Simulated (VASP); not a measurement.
Set up this calculation in VASP 6.6.1, as the native input.

- Task: single point
- Functional: PBEsol
- Potentials or basis: VASP PAW PBE potentials, release 64 (Sr_sv, Tl_d)
- Cutoff: 520 eV
- k mesh: 12 × 12 × 12
- Occupations: gaussian, width 0.15 eV
- Spin: no spin polarisation
- Dipole correction: no
- Further INCAR settings: ALGO = Normal; EDIFF = 1e-06; NBANDS = 18

The structure of SrTl lies in POSCAR:

```
SrTl
1.0
    3.9312000000      0.0000000000      0.0000000000
    0.0000000000      3.9312000000      0.0000000000
    0.0000000000      0.0000000000      3.9312000000
Sr Tl
1 1
Direct
    0.0000000000      0.0000000000      0.0000000000
    0.5000000000      0.5000000000      0.5000000000
```

This cell differs from its parent crystal: strain -0.025 along x and y, -0.025 along z.

One way to write it, as run:

INCAR

```
SYSTEM = SrTl
PREC = Accurate
ENCUT = 520
EDIFF = 1E-6
ISMEAR = 0
SIGMA = 0.15
LREAL = .False.
LASPH = .True.
NELM = 80
ALGO = Normal
ISIF = 2
LWAVE = .False.
LCHARG = .False.
GGA = PS
NBANDS = 18
```

KPOINTS

```
Automatic mesh
0
Gamma
  12 12 12
  0 0 0
```

Potentials or basis: VASP PAW PBE potentials, release 64 (Sr_sv, Tl_d).

Run with:

```sh
$ cat potpaw_PBE.64/Sr_sv/POTCAR potpaw_PBE.64/Tl_d/POTCAR > POTCAR
$ mpirun -np 1 vasp_std > vasp.out
```

Results of the run:

```
Pressure : 2.3 GPa
```

Caveat: the cell differs from its parent crystal (strain -0.025 along x and y, -0.025 along z); the PAW data sets were made with another functional, which shifts forces and pressure a little.

It took 31 s on 1 thread of Intel(R) Xeon(R) 6975P-C (Granite Rapids), with other jobs on the host, peak memory 0.23 GiB.
